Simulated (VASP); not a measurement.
# Tm2MgC2 (I4/mmm) in VASP: further runs

Tm2MgC2 is run at these levels: PBE; tasks: single point.

Everything below comes from runs of VASP 6.6.1. Logs are shortened: lines on timing, memory, paths and dates and some standing lists are left out, and cuts for length are marked.

## (1) The cell of the first run

The structure is tetragonal, space group I4/mmm (No. 139). Conventional cell: a = 3.492 Å, b = 3.492 Å, c = 13.596 Å, α = 90.00°, β = 90.00°, γ = 90.00°. Within 3.2 Å of Tm (site symmetry 4mm) lie 5 C at 2.41 to 2.47 Å. Within 2.8 Å of Mg (site symmetry 4/mmm) lie 2 C at 2.15 Å. C (site symmetry 4mm) has 1 Mg at 2.15 Å and 5 Tm at 2.41 to 2.47 Å within 2.8 Å.

## (2) Single point, PBE (16.58 Å³/atom)

Contents of INCAR:

```
  PREC = Accurate
  ENCUT = 600
  EDIFF = 1E-6
  ISMEAR = 0
  SIGMA = 0.1
  LREAL = False
  LASPH = True
  NELM = 200
  ALGO = Normal
  ISIF = 2
  LWAVE = False
  LCHARG = False
  GGA = PE
  NBANDS = 22
  GGA_COMPAT = False
  LMAXMIX = 6
```

Contents of KPOINTS:

```
regular mesh
0
Gamma
  12 12 12
```

Contents of POSCAR:

```
Tm2MgC2
1.0
   -1.7460002158      1.7460002158      6.7980820691
    1.7460002158     -1.7460002158      6.7980820691
    1.7460002158      1.7460002158     -6.7980820691
Tm Mg C
2 1 2
Direct
    0.6648129186      0.6648129186      0.0000000000
    0.3351870814      0.3351870814      0.0000000000
    0.0000000000      0.0000000000      0.0000000000
    0.8419123271      0.8419123271      0.0000000000
    0.1580876729      0.1580876729      0.0000000000
```

Potentials or basis: VASP PAW PBE potentials, release 64 (Tm_3, Mg, C), 4f in core.

Launch:

```
cat potpaw_PBE.64/Tm_3/POTCAR potpaw_PBE.64/Mg/POTCAR potpaw_PBE.64/C/POTCAR > POTCAR
mpirun -np 1 vasp_std > vasp.out
```

OUTCAR:

```text
PREC = Accurate
   ENCUT = 600
   EDIFF = 1E-6
   ISMEAR = 0
   LREAL = False
   LASPH = True
   NELM = 200
   ISIF = 2
   GGA = PE

 ion  position               nearest neighbor table
   1  0.665  0.665  0.000-   4 2.41   5 2.47   5 2.47   5 2.47   5 2.47   3 3.33   3 3.33   3 3.33
                             3 3.33   2 3.39   2 3.39   2 3.39   2 3.39
   2  0.335  0.335  0.000-   5 2.41   4 2.47   4 2.47   4 2.47   4 2.47   3 3.33   3 3.33   3 3.33
                             3 3.33   1 3.39   1 3.39   1 3.39   1 3.39
   3  0.000  0.000  0.000-   4 2.15   5 2.15   1 3.33   2 3.33   1 3.33   1 3.33   1 3.33   2 3.33
                             2 3.33   2 3.33
   4  0.842  0.842  0.000-   3 2.15   1 2.41   2 2.47   2 2.47   2 2.47   2 2.47
   5  0.158  0.158  0.000-   3 2.15   2 2.41   1 2.47   1 2.47   1 2.47   1 2.47

  LATTYP: Found a body centered tetragonal cell.
 ALAT       =     3.4920004316
 C/A-ratio  =     3.8935173132

  Lattice vectors:

 A1 = (  -1.7460002158,   1.7460002158,   6.7980820691)
 A2 = (   1.7460002158,  -1.7460002158,   6.7980820691)
 A3 = (   1.7460002158,   1.7460002158,  -6.7980820691)

Analysis of symmetry for initial positions (statically):
=====================================================================
 Subroutine PRICEL returns:
 Original cell was already a primitive cell.

 Routine SETGRP: Setting up the symmetry group for a
 body centered tetragonal supercell.

 Subroutine GETGRP returns: Found 16 space group operations
 (whereof 16 operations were pure point group operations)
 out of a pool of 16 trial point group operations.

The static configuration has the point symmetry D_4h.

Analysis of symmetry for dynamics (positions and initial velocities):
=====================================================================
 Subroutine PRICEL returns:
 Original cell was already a primitive cell.

 Routine SETGRP: Setting up the symmetry group for a
 body centered tetragonal supercell.

 Subroutine GETGRP returns: Found 16 space group operations
 (whereof 16 operations were pure point group operations)
 out of a pool of 16 trial point group operations.

The dynamic configuration has the point symmetry D_4h.

 Subroutine INISYM returns: Found 16 space group operations
 (whereof 16 operations are pure point group operations),
 and found     1 'primitive' translations

----------------------------------------------------------------------------------------

                                     Primitive cell

  volume of cell :      82.8963

  direct lattice vectors                    reciprocal lattice vectors
    -1.746000216  1.746000216  6.798082069     0.000000000  0.286368808  0.073550156
     1.746000216 -1.746000216  6.798082069     0.286368808  0.000000000  0.073550156
     1.746000216  1.746000216 -6.798082069     0.286368808  0.286368808  0.000000000

  length of vectors
     7.232631148  7.232631148  7.232631148     0.295663186  0.295663186  0.404986652

  position of ions in fractional coordinates (direct lattice)
     0.664812919  0.664812919  0.000000000
     0.335187081  0.335187081  0.000000000
     0.000000000  0.000000000  0.000000000
     0.841912327  0.841912327  0.000000000
     0.158087673  0.158087673  0.000000000

  ion indices of the primitive-cell ions
   primitive index   ion index
                 1           1
                 2           2
                 3           3
                 4           4
                 5           5

----------------------------------------------------------------------------------------

 KPOINTS: regular mesh

Automatic generation of k-mesh.
 Grid dimensions read from file:
 generate k-points for:   12   12   12

 Generating k-lattice:

  Cartesian coordinates                     Fractional coordinates (reciprocal lattice)
     0.000000000  0.023864067  0.006129180     0.083333333  0.000000000 -0.000000000
     0.023864067  0.000000000  0.006129180     0.000000000  0.083333333 -0.000000000
     0.023864067  0.023864067  0.000000000     0.000000000  0.000000000  0.083333333

  Length of vectors
     0.024638599  0.024638599  0.033748888

  Shift w.r.t. Gamma in fractional coordinates (k-lattice)
     0.000000000  0.000000000  0.000000000

 Subroutine IBZKPT returns following result:
 ===========================================

 Found    163 irreducible k-points:

 Following reciprocal coordinates:
            Coordinates               Weight
  0.000000  0.000000  0.000000      1.000000
  0.083333  0.000000  0.000000      8.000000
  0.166667  0.000000  0.000000      8.000000
  0.250000 -0.000000  0.000000      8.000000
  0.333333 -0.000000  0.000000      8.000000
  0.416667  0.000000  0.000000      8.000000
[... 16 lines left out ...]
  0.500000  0.166667  0.000000     16.000000
 -0.416667  0.166667  0.000000     16.000000
 [... further k-points ...]
   k-points           NKPTS =    163   k-points in BZ     NKDIM =    163   number of bands    NBANDS=     22
   number of dos      NEDOS =    301   number of ions     NIONS =      5
   total plane-waves  NPLWV = 216000
   dimension x,y,z NGX =    60 NGY =   60 NGZ =   60
   dimension x,y,z NGXF=   120 NGYF=  120 NGZF=  120
   ions per type =               2   1   2
   NGX,Y,Z   is equivalent  to a cutoff of  13.79, 13.79, 13.79 a.u.
   NGXF,Y,Z  is equivalent  to a cutoff of  27.58, 27.58, 27.58 a.u.
 SYSTEM =  unknown system
   PREC   = accura    normal or accurate (medium, high low for compatibility)
   ISTART =      0    job   : 0-new  1-cont  2-samecut
   ICHARG =      2    charge: 1-file 2-atom 10-const
   ISPIN  =      1    spin polarized calculation?
   LNONCOLLINEAR =      F non collinear calculations
   LSORBIT =      F    spin-orbit coupling
   LASPH  =      T    aspherical Exc in radial PAW
   ENCUT  =  600.0 eV  44.10 Ry    6.64 a.u.  14.45 14.45 14.45*2*pi/ulx,y,z
   NELM   =    200;   NELMIN=  2; NELMDL= -5     # of ELM steps
   EDIFF  = 0.1E-05   stopping-criterion for ELM
   LREAL  =      F    real-space projection
   EDIFFG = 0.1E-04   stopping-criterion for IOM
   NSW    =      0    number of steps for IOM
   IBRION =     -1    ionic relax: 0-MD 1-quasi-New 2-CG
   NFREE  =      0    steps in history (QN), initial steepest desc. (CG)
   ISIF   =      2    stress and relaxation
   ISYM   =      2    0-nonsym 1-usesym 2-fastsym
   POTIM  = 0.5000    time-step for ionic-motion
   TEBEG  =    0.0;   TEEND  =   0.0 temperature during run
   PSTRESS=    0.0 pullay stress
   NELECT =      28.0000    total number of electrons
   NUPDOWN=      -1.0000    fix difference up-down
   EMIN   =  10.00;   EMAX   =-10.00  energy-range for DOS
   EFERMI =   0.00;   METHOD = LEGACY
   ISMEAR =     0;   SIGMA  =   0.10  broadening in eV -4-tet -1-fermi 0-gaus
   EFERMI_NEDOS =   21; number of points for ismear=-14 and -15
   IALGO  =     38    algorithm
   IMIX   =      4    mixing-type and parameters
     AMIX     =   0.40;   BMIX     =  1.00
     AMIX_MAG =   1.60;   BMIX_MAG =  1.00
  volume/ion in A,a.u.               =      16.58       111.88
  Fermi-wavevector in a.u.,A,eV,Ry     =   1.140116  2.154508 17.685742  1.299865
  Thomas-Fermi vector in A             =   2.276819
   LORBIT       =      0    0 simple, 1 ext, 2 COOP (PROOUT), +10 PAW based schemes
   GGA     = PE    functional components
   LHFCALC =     F    Hartree Fock is set to
   AEXX    =    0.0000 exact exchange contribution
   IVDW    =     0    specifies the selected vdW correction
   LEPSILON=     F    determine dielectric tensor
   LRPA    =     F    only Hartree local field effects (RPA)
 non-spin polarized calculation
 Gauss-broadening in eV      SIGMA  =   0.10
  energy-cutoff  :      600.00
  volume of cell :       82.90
 maximum number of plane-waves:      2796
 NGX is ok and might be reduce to    60
   NGX = 29   NGY = 29   NGZ = 29

 number of electron      28.0000000 magnetization

 Free energy of the ion-electron system (eV)
  ---------------------------------------------------
  ext. energy  EPLUGINS =         0.00000000
  ---------------------------------------------------
  free energy    TOTEN  =       -29.55599491 eV

  energy without entropy =      -29.53812925  energy(sigma->0) =      -29.54706208

 E-fermi :   3.2958     XC(G=0): -10.4752

 val. band max:        3.2930579061   @ k =  -0.2500   0.3333   0.0833
 cond. band min:       3.2991353394   @ k =  -0.2500   0.2500   0.0833
 fundamental gap:      0.0060774333
 Fermi energy:         3.2958156428

 k-point     1 :       0.0000    0.0000    0.0000
  band No.  band energies     occupation
      1     -20.7902      2.00000
      2     -20.4218      2.00000
      3     -20.2577      2.00000
      4     -20.2577      2.00000
      5     -20.0913      2.00000
      6     -20.0913      2.00000
[... 14 lines left out ...]
     21       9.2417      0.00000
     22       9.3622      0.00000

 k-point     2 :       0.0833    0.0000    0.0000
  band No.  band energies     occupation
      1     -20.7851      2.00000
      2     -20.4430      2.00000
      3     -20.2636      2.00000
      4     -20.2515      2.00000
      5     -20.1179      2.00000
      6     -20.0907      2.00000
[... 14 lines left out ...]
     21       8.8393      0.00000
     22       9.6679      0.00000

 k-point     3 :       0.1667    0.0000    0.0000
  band No.  band energies     occupation
      1     -20.7725      2.00000
      2     -20.5027      2.00000
      3     -20.2780      2.00000
      4     -20.2341      2.00000
      5     -20.1876      2.00000
      6     -20.0896      2.00000
[... 14 lines left out ...]
     21       9.0709      0.00000
     22      10.0851      0.00000
[... 476 lines left out ...]
 k-point    23 :       0.5000    0.1667    0.0000
  band No.  band energies     occupation
      1     -20.7262      2.00000
      2     -20.7206      2.00000
      3     -20.3942      2.00000
      4     -20.3881      2.00000
      5     -20.1987      2.00000
      6     -20.1978      2.00000
[... 14 lines left out ...]
     21      10.1678      0.00000
     22      10.3497      0.00000

 k-point    24 :      -0.4167    0.1667    0.0000
  band No.  band energies     occupation
      1     -20.7307      2.00000
      2     -20.6914      2.00000
      3     -20.3889      2.00000
      4     -20.3823      2.00000
      5     -20.2110      2.00000
      6     -20.1857      2.00000
[... 14 lines left out ...]
     21       9.6414      0.00000
     22      10.1160      0.00000

 [... further k-points ...]

------------------------ aborting loop because EDIFF is reached ----------------------------------------

  FORCE on cell =-STRESS in cart. coord.  units (eV):
  Direction    XX          YY          ZZ          XY          YZ          ZX
  --------------------------------------------------------------------------------------
  -------------------------------------------------------------------------------------
  Total        2.2108942      2.2108942      2.0236742      0.0000000      0.0000000      0.0000000
  in kB       42.7310495     42.7310495     39.1125564      0.0000000      0.0000000      0.0000000
  external PRESSURE =      41.5248851 kB  Pullay stress =       0.0000000 kB

 VOLUME and BASIS-vectors are now :
 -----------------------------------------------------------------------------
  energy-cutoff  :      600.00
  volume of cell :       82.90
      direct lattice vectors                 reciprocal lattice vectors
    -1.746000216  1.746000216  6.798082069     0.000000000  0.286368808  0.073550156
     1.746000216 -1.746000216  6.798082069     0.286368808  0.000000000  0.073550156
     1.746000216  1.746000216 -6.798082069     0.286368808  0.286368808  0.000000000

 POSITION                                       TOTAL-FORCE (eV/Angst)
 -----------------------------------------------------------------------------------
      0.00000      0.00000      9.03891        -0.000000     -0.000000     -0.045927
      0.00000      0.00000      4.55726         0.000000      0.000000      0.045927
      0.00000      0.00000      0.00000         0.000000      0.000000     -0.000000
      0.00000      0.00000     11.44678        -0.000000     -0.000000      0.029327
      0.00000      0.00000      2.14939         0.000000      0.000000     -0.029327
 -----------------------------------------------------------------------------------
    total drift:                                0.000000      0.000000      0.000000

  FREE ENERGIE OF THE ION-ELECTRON SYSTEM (eV)
  ---------------------------------------------------
  free  energy   TOTEN  =       -29.5559949115 eV

  energy  without entropy=      -29.5381292476  energy(sigma->0) =      -29.54706208
```

Run time: 33 min. Hardware: 1 thread of AMD EPYC 7R43 (Zen 3), shared host; peak memory 0.68 GiB.

Results:

```
Free energy            : -29.5560 eV
Pressure               : 4.2 GPa
Largest force          : 0.046 eV/Å
Band gap on the k mesh : zero (bands 14 and 15 overlap by 1.21 eV)
```

Forces in eV/Å, atoms in the order of the input:
```
Tm   0.000  0.000 -0.046
Tm   0.000  0.000  0.046
Mg   0.000  0.000  0.000
C    0.000  0.000  0.029
C    0.000  0.000 -0.029
```

Levels at points of the mesh, in eV from the Fermi level:
```tsv
k point	band 12	band 13	band 14	band 15	band 16	band 17
(0.00, 0.00, 0.00)	0.60	0.77	0.77	0.79	0.79	2.04
(0.50, 0.00, 0.00)	-1.60	-1.33	-1.30	-0.28	2.70	4.70
(0.50, 0.50, 0.00)	-0.96	-0.78	-0.49	-0.18	1.17	1.96
(0.50, 0.50, 0.50)	0.73	0.73	0.92	0.92	1.83	2.35
```

Caveat: the cell stands under pressure; spin-orbit coupling is left out, which moves the levels of the heavy elements; the 4f electrons are frozen in the core, so they carry no moment and show no levels.

## (3) Single point, PBE

This run uses another cell than the first one, of 17.09 Å³/atom.

Contents of INCAR:

```
  PREC = Accurate
  ENCUT = 600
  EDIFF = 1E-6
  ISMEAR = 0
  SIGMA = 0.1
  LREAL = F
  LASPH = T
  NELM = 200
  ALGO = Normal
  ISIF = 2
  LWAVE = F
  LCHARG = F
  GGA = PE
  NBANDS = 22
  GGA_COMPAT = F
  LMAXMIX = 6
```

Contents of KPOINTS:

```
Automatic mesh
0
Gamma
  12 12 12
```

Contents of POSCAR:

```
Tm2MgC2
1.0
   -1.7631307675      1.7631307675      6.8728079248
    1.7631307675     -1.7631307675      6.8728079248
    1.7631307675      1.7631307675     -6.8728079248
Tm Mg C
2 1 2
Direct
    0.6659781017      0.6659781017      0.0000000000
    0.3340218983      0.3340218983      0.0000000000
    0.0000000000      0.0000000000      0.0000000000
    0.8421113881      0.8421113881      0.0000000000
    0.1578886119      0.1578886119      0.0000000000
```

Potentials or basis: VASP PAW PBE potentials, release 64 (Tm_3, Mg, C), 4f in core.

Launch:

```
cat potpaw_PBE.64/Tm_3/POTCAR potpaw_PBE.64/Mg/POTCAR potpaw_PBE.64/C/POTCAR > POTCAR
mpirun -np 1 vasp_std > vasp.out
```

Run time: 37 min. Hardware: 1 thread of AMD EPYC 7R43 (Zen 3), shared host; peak memory 0.72 GiB.

It converged, with:

| Quantity | Value |
| --- | --- |
| Free energy | -29.5953 eV |
| Pressure | 0.9 GPa |
| Largest force | 0.047 eV/Å |
| Band gap on the k mesh | zero (bands 14 and 15 overlap by 1.15 eV) |

Forces in eV/Å, atoms in the order of the input:
```
Tm   0.000  0.000 -0.047
Tm   0.000  0.000  0.047
Mg   0.000  0.000  0.000
C    0.000  0.000  0.023
C    0.000  0.000 -0.023
```

Stress tensor (GPa, compression positive):
```
1.01 0.00 0.00
0.00 1.01 0.00
0.00 0.00 0.72
```

Levels at points of the mesh, in eV from the Fermi level:
| k point | band 10 | band 11 | band 12 | band 13 | band 14 | band 15 | band 16 | band 17 | band 18 | band 19 |
| --- | --- | --- | --- | --- | --- | --- | --- | --- | --- | --- |
| (0.00, 0.00, 0.00) | -1.55 | -0.49 | 0.59 | 0.72 | 0.72 | 0.73 | 0.73 | 2.07 | 3.87 | 3.87 |
| (0.50, 0.00, 0.00) | -3.75 | -2.37 | -1.57 | -1.29 | -1.26 | -0.28 | 2.63 | 4.49 | 5.16 | 5.63 |
| (0.50, 0.50, 0.00) | -1.31 | -1.25 | -1.00 | -0.80 | -0.56 | -0.14 | 1.13 | 1.91 | 2.89 | 5.61 |
| (0.50, 0.50, 0.50) | -1.73 | 0.48 | 0.69 | 0.69 | 0.85 | 0.85 | 1.78 | 2.36 | 3.31 | 3.31 |

Caveat: spin-orbit coupling is left out, which moves the levels of the heavy elements; the 4f electrons are frozen in the core, so they carry no moment and show no levels. Spin polarisation is off, so any magnetic state and its effect on volume and gap are missing.
